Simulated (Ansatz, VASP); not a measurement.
**PbS in VASP and in Ansatz**

File INCAR:

```
  PREC = Accurate
  ENCUT = 500
  EDIFF = 1E-6
  ISMEAR = -4
  SIGMA = 0.1
  LREAL = F
  LASPH = T
  NELM = 200
  ALGO = Normal
  ISIF = 2
  LWAVE = F
  LCHARG = T
  ISPIN = 2
  MAGMOM = 0 -2
  LORBIT = 11
  GGA = PE
  LELF = T
  LVHAR = T
  NBANDS = 21
  GGA_COMPAT = F
```

File KPOINTS:

```
regular mesh
0
Gamma
  4 4 4
```

POSCAR

```
PbS
1.0
    3.6536590000      0.0000000000      0.0000000000
    0.0000000000      3.6536590000      0.0000000000
    0.0000000000      0.0000000000      3.6536590000
Pb S
1 1
Direct
    0.0000000000      0.0000000000      0.0000000000
    0.5000000000      0.5000000000      0.5000000000
```

Input for Ansatz:

```yaml
crystal:
  lattice:
    - [3.653659, 0.0, 0.0]
    - [0.0, 3.653659, 0.0]
    - [0.0, 0.0, 3.653659]
  atoms:
    - { symbol: Pb, position: [0.0, 0.0, 0.0] }
    - { symbol: S, position: [0.5, 0.5, 0.5], spin: -2.0 }
basis:
  ecutwfc: 420
kpoints:
  mp_grid: { grid: [4, 4, 4] }
hamiltonian:
  xc: pbe
scf:
  occupations: { method: tetrahedron_uncorrected }
  lower_state_search: "off"
output:
  forces: true
  stress: true
  eigenvalues: true
  populations: true
magnetization:
  spin_polarized: true
```

Alike in both runs: task single point; functional PBE; k mesh 4 × 4 × 4; collinear spin.

|  | VASP | Ansatz |
| --- | --- | --- |
| version | VASP 6.6.1 | Ansatz 0.2.0 |
| potentials or method | VASP PAW PBE potentials, release 64 (Pb_d, S), cutoff 500 eV | scalar-relativistic, plane waves, PAW |
| occupations | tetrahedron | tetrahedron-uncorrected |
| valence electrons in the cell | 20 | 20 |

VASP gave:

```
gap on the k mesh at the Fermi level (eV) : none
pressure (GPa)                            : 0.8
net moment per atom (μB)                  : 0.00
```

**Question.** Estimate Ansatz's values.

**Answer.** gap on the k mesh at the Fermi level (eV): none; pressure (GPa): 0.9; net moment per atom (μB): 0.00.

A gap of «none» marks a metal or a gap that the smearing closes. Ansatz's warnings: band table not solved further, seeded moment not kept.

The k mesh is coarse, so the values compare programs but aren't converged. Spin-orbit coupling is off throughout.
